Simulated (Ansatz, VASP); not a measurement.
**Two plane-wave programs on Zn**

File INCAR:

```
SYSTEM = Zn
ALGO = Fast
EDIFF = 1E-6
ENCUT = 520
GGA = PE
ISIF = 2
ISMEAR = 0
LASPH = .TRUE.
LCHARG = .TRUE.
LELF = .TRUE.
LREAL = .FALSE.
LVHAR = .TRUE.
LWAVE = .FALSE.
NBANDS = 25
NELM = 100
PREC = Accurate
SIGMA = 0.05
```

The input KPOINTS:

```
k-points
0
G
  14 14 6
  0 0 0
```

POSCAR

```
Zn
1.0
    2.2218679943     -1.2817756984      0.0000000000
    2.2218679943      1.2817756984      0.0000000000
   -1.5592234140      0.0000000000      7.1513784527
Zn
3
Direct
    0.0000000000      0.0000000000      0.0000000000
    0.2219821400      0.2219821400      0.6654950200
    0.7780178600      0.7780178600      0.3345049800
```

Input for Ansatz:

```yaml
crystal:
  lattice:
    - [2.2218679943, -1.2817756984, 0.0]
    - [2.2218679943, 1.2817756984, 0.0]
    - [-1.559223414, 0.0, 7.1513784527]
  atoms:
    - { symbol: Zn, position: [0.0, 0.0, 0.0] }
    - { symbol: Zn, position: [0.22198214, 0.22198214, 0.66549502] }
    - { symbol: Zn, position: [0.77801786, 0.77801786, 0.33450498] }
basis:
  ecutwfc: 420
  fft_grid_basis: typed
kpoints:
  mp_grid: { grid: [14, 14, 6] }
hamiltonian:
  xc: pbe
scf:
  occupations: { method: gaussian, width: 0.05 }
output:
  forces: true
  stress: true
  eigenvalues: true
  bader: true
  write_density: true
  volumetric_format: npy
  elf: true
```

Alike in both runs: task single point; functional PBE; k mesh 14 × 14 × 6; occupations gaussian, width 0.05 eV; no spin polarisation.

```csv
,VASP,Ansatz
version,VASP 6.6.1,Ansatz 0.2.0
potentials or method,"VASP PAW PBE potentials, release 64 (Zn), cutoff 520 eV","scalar-relativistic, plane waves, PAW"
valence electrons in the cell,36,36
```

VASP gave:

- gap on the k mesh at the Fermi level (eV): none
- pressure (GPa): 11.2
- traceless stress, the component that is largest in VASP (GPa): -2.47
- rms of the force components (eV/Å): 0.005

Q: What did Ansatz give for the same quantities?

A: gap on the k mesh at the Fermi level (eV): none; pressure (GPa): 11.0; traceless stress, the component that is largest in VASP (GPa): -2.28; rms of the force components (eV/Å): 0.004.

Atom by atom the forces differ by 0.001 eV/Å (rms over components). A gap of «none» marks a metal or a gap that the smearing closes. The functional is the same, so the differences come from potentials, cutoffs and numerics.
